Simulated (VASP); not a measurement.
Wanted: the native input for a VASP 6.6.1 run.

- Task: single point
- Functional: PBE
- Potentials or basis: VASP PAW PBE potentials, release 64 (Br)
- Cutoff: 520 eV
- k mesh: 7 × 7 × 3
- Occupations: fermi-dirac, width 0.05 eV
- Spin: no spin polarisation
- Dipole correction: no
- Further INCAR settings: ALGO = Normal; EDIFF = 1e-07; NBANDS = 22

The structure of Br lies in POSCAR:

```
Br
1.0
    3.3406771722     -2.3069619464      0.0000000000
    3.3406771722      2.3069619464      0.0000000000
    0.0000000000      0.0000000000      8.6438935422
Br
4
Direct
    0.3651000000      0.6349000000      0.3901000000
    0.1349000000      0.8651000000      0.8901000000
    0.6349000000      0.3651000000      0.6099000000
    0.8651000000      0.1349000000      0.1099000000
```

The input as run:

INCAR

```
SYSTEM = Br
  ALGO = Normal
  EDIFF = 1E-7
  ENCUT = 520
  GGA = PE
  ISIF = 2
  ISMEAR = -1
  LASPH = .True.
  LCHARG = .False.
  LREAL = .False.
  LWAVE = .False.
  NBANDS = 22
  NELM = 80
  PREC = Accurate
  SIGMA = 0.05
```

KPOINTS

```
k-points
0
Gamma
  7 7 3
  0 0 0
```

Potentials or basis: VASP PAW PBE potentials, release 64 (Br).

Command:

```sh
$ cat potpaw_PBE.64/Br/POTCAR > POTCAR
$ mpirun -np 1 vasp_std > vasp.out
```

Results of the run:

```json
{
 "Pressure": "2.5 GPa",
 "Largest force": "1.123 eV/Å",
 "Band gap on the k mesh": "1.97 eV, indirect (least direct gap 1.99 eV)"
}
```

Caveat: forces of over 1 eV/Å act on the atoms, so gaps and moduli don't describe the material at rest.

Run time: 31 s on 1 thread of Intel(R) Xeon(R) 6975P-C (Granite Rapids) (shared host), peak memory 0.25 GiB.
